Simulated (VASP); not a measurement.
# SiNi (Pm-3m) in VASP: a series of runs, part 2 of 2

VASP 6.6.1. Earlier steps stand in the parts before.

**3. Single point, PBE**

This run uses another cell than the first one, of 11.43 Å³/atom, 0.968 times its volume.

File INCAR:

```
PREC = Accurate
ENCUT = 520
EDIFF = 1E-6
ISMEAR = 0
SIGMA = 0.1
LREAL = F
LASPH = T
NELM = 60
ALGO = Normal
ISIF = 2
LWAVE = F
LCHARG = F
GGA = PE
NBANDS = 14
```

File KPOINTS:

```
Automatic mesh
0
Gamma
  20 20 20
```

File POSCAR:

```
SiNi
1.0
    2.8379063694      0.0000000000      0.0000000000
    0.0000000000      2.8379063694      0.0000000000
    0.0000000000      0.0000000000      2.8379063694
Si Ni
1 1
Direct
    0.0000000000      0.0000000000      0.0000000000
    0.5000000000      0.5000000000      0.5000000000
```

Potentials or basis: VASP PAW PBE potentials, release 64 (Si, Ni).

Command:

```bash
cat potpaw_PBE.64/Si/POTCAR potpaw_PBE.64/Ni/POTCAR > POTCAR
mpirun -np 1 vasp_std > vasp.out
```

OUTCAR:

```text
PREC = Accurate
   ENCUT = 520
   EDIFF = 1E-6
   ISMEAR = 0
   LREAL = F
   LASPH = T
   NELM = 60
   ISIF = 2
   GGA = PE

 ion  position               nearest neighbor table
   1  0.000  0.000  0.000-   2 2.46   2 2.46   2 2.46   2 2.46   2 2.46   2 2.46   2 2.46   2 2.46

   2  0.500  0.500  0.500-   1 2.46   1 2.46   1 2.46   1 2.46   1 2.46   1 2.46   1 2.46   1 2.46

  LATTYP: Found a simple cubic cell.
 ALAT       =     2.8379063694

  Lattice vectors:

[... 586 lines left out ...]
      8      14.0842      0.00000
      9      15.6566      0.00000
     10      19.2676      0.00000
     11      21.7418      0.00000
     12      24.7162      0.00000
     13      25.4623      0.00000
     14      26.4153      0.00000

 [... further k-points ...]
[... 5 lines left out ...]
  --------------------------------------------------------------------------------------
  -------------------------------------------------------------------------------------
  Total        0.0117927      0.0117927      0.0117927      0.0000000     -0.0000000     -0.0000000
  in kB        0.8266640      0.8266640      0.8266640      0.0000000     -0.0000000     -0.0000000
  external PRESSURE =       0.8266640 kB  Pullay stress =       0.0000000 kB

 VOLUME and BASIS-vectors are now :
 -----------------------------------------------------------------------------
  energy-cutoff  :      520.00
  volume of cell :       22.86
      direct lattice vectors                 reciprocal lattice vectors
     2.837906369  0.000000000  0.000000000     0.352372443  0.000000000  0.000000000
     0.000000000  2.837906369  0.000000000     0.000000000  0.352372443  0.000000000
     0.000000000  0.000000000  2.837906369     0.000000000  0.000000000  0.352372443

 POSITION                                       TOTAL-FORCE (eV/Angst)
 -----------------------------------------------------------------------------------
      0.00000      0.00000      0.00000         0.000000      0.000000      0.000000
      1.41895      1.41895      1.41895         0.000000      0.000000      0.000000
 -----------------------------------------------------------------------------------
    total drift:                                0.000000      0.000000     -0.000000

  FREE ENERGIE OF THE ION-ELECTRON SYSTEM (eV)
  ---------------------------------------------------
  free  energy   TOTEN  =       -11.4616494110 eV

  energy  without entropy=      -11.4585547110  energy(sigma->0) =      -11.46010206
```

It took 49 s on 1 thread of AMD EPYC 9R45 (Zen 5), shared host; peak memory 0.18 GiB.

Results:

| Item | Value |
| --- | --- |
| Free energy | -11.4616 eV |
| Pressure | 0.1 GPa |
| Band gap on the k mesh | zero (band 7 reaches 14.37 eV, above the bottom of band 8 at 11.05 eV) |

**4. Relaxation of cell and atoms, PBE**

File INCAR:

```
SYSTEM = SiNi
  PREC = Accurate
  ENCUT = 600
  EDIFF = 1E-6
  ISMEAR = 0
  SIGMA = 0.1
  LREAL = .FALSE.
  LASPH = .TRUE.
  NELM = 80
  ALGO = Normal
  ISIF = 3
  LWAVE = .FALSE.
  LCHARG = .FALSE.
  GGA = PE
  IBRION = 2
  NSW = 100
  EDIFFG = -0.01
```

File KPOINTS:

```
regular mesh
0
G
  20 20 20
  0 0 0
```

File POSCAR:

```
SiNi
1.0
    2.8686228363      0.0000000000      0.0000000000
    0.0000000000      2.8686228363      0.0000000000
    0.0000000000      0.0000000000      2.8686228363
Si Ni
1 1
Direct
    0.0000000000      0.0000000000      0.0000000000
    0.5000000000      0.5000000000      0.5000000000
```

Command:

```bash
cat potpaw_PBE.64/Si/POTCAR potpaw_PBE.64/Ni/POTCAR > POTCAR
mpirun -np 1 vasp_std > vasp.out
```

Run time: 88 s. Hardware: 1 thread of AMD EPYC 9R45 (Zen 5), shared host; peak memory 0.2 GiB.

Results (log left out):

| Property | Result |
| --- | --- |
| Free energy | -11.4616 eV |
| Relaxed volume | 11.43 Å³/atom |
| Relaxed cell | a = 2.838 Å, b = 2.838 Å, c = 2.838 Å, α = 90.00°, β = 90.00°, γ = 90.00° |
| Space group after relaxing (to 0.05 Å) | Pm-3m (No. 221) |
| Energy gained by relaxing | 6.2 meV/atom |
| Ionic steps | 3 |
| Pressure after relaxing | 0.0 GPa |
| Band gap on the k mesh | zero (band 7 reaches 14.37 eV, above the bottom of band 8 at 11.05 eV) |

Step by step:
```csv
step,energy change (eV),largest force (eV/Å),pressure (GPa),volume (Å³)
1,0.0000,0.0000,-5.13,23.61
2,-0.0059,0.0000,4.14,22.34
3,-0.0124,0.0000,0.00,22.86
```

Final structure:
```cif
data_structure
_symmetry_space_group_name_H-M 'P 1'
_symmetry_Int_Tables_number 1
_cell_length_a 2.8379
_cell_length_b 2.8379
_cell_length_c 2.8379
_cell_angle_alpha 90.000
_cell_angle_beta 90.000
_cell_angle_gamma 90.000
_cell_volume 22.86
loop_
_atom_site_label
_atom_site_type_symbol
_atom_site_fract_x
_atom_site_fract_y
_atom_site_fract_z
_atom_site_occupancy
Si1 Si 0.00000 0.00000 0.00000 1
Ni1 Ni 0.50000 0.50000 0.50000 1
```

Levels at points of the mesh, in eV from the Fermi level:
| k point | band 4 | band 5 | band 6 | band 7 | band 8 | band 9 | band 10 | band 11 |
| --- | --- | --- | --- | --- | --- | --- | --- | --- |
| (0.00, 0.00, 0.00) | -2.32 | -2.32 | -2.32 | 2.44 | 2.44 | 2.44 | 6.74 | 6.74 |
| (0.50, 0.00, 0.00) | -3.29 | -3.29 | -2.21 | -1.45 | 6.52 | 6.99 | 6.99 | 8.69 |
| (0.50, 0.50, 0.00) | -4.34 | -2.93 | -2.93 | -1.71 | 0.13 | 0.67 | 7.38 | 12.71 |
| (0.50, 0.50, 0.50) | -2.26 | -1.67 | -1.67 | 0.84 | 0.84 | 0.84 | 2.27 | 2.27 |

Spin polarisation is off, so any magnetic state and its effect on volume and gap are missing.
